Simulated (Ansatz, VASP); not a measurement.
C in VASP and in Ansatz

```
C
1.0
     2.51802    0.00000    0.00000
    -1.25901    2.18067    0.00000
     0.00000    0.00000    8.30459
C
8
Direct
  0.06338 0.98649 0.11015
  0.93330 0.86024 0.55514
  0.11403 0.08025 0.35916
  0.95470 0.19825 0.94777
  0.14898 0.50299 0.12864
  0.72167 0.31392 0.66387
  0.39072 0.70387 0.39610
  0.67322 0.35399 0.83918
```

Change from the starting cell: all atoms moved at random (sigma 0.3 Å a component).

Alike in both runs: task single point; functional PBE; k mesh 12 × 12 × 4; occupations gaussian, width 0.05 eV; no spin polarisation.

|  | VASP | Ansatz |
| --- | --- | --- |
| version | VASP 6.6.1 | Ansatz 0.2.0 |
| potentials or method | VASP PAW PBE potentials, release 64 (C), cutoff 520 eV | scalar-relativistic, plane waves, PAW |
| valence electrons in the cell | 32 | 32 |

|  | VASP | Ansatz | Ansatz less VASP |
| --- | --- | --- | --- |
| gap on the k mesh at the Fermi level (eV) | none | none | - |
| rms of the force components (eV/Å) | 3.983 | 3.966 | -0.0172 |

Atom by atom the forces differ by 0.035 eV/Å (rms over components). A gap of «none» marks a metal or a gap that the smearing closes.
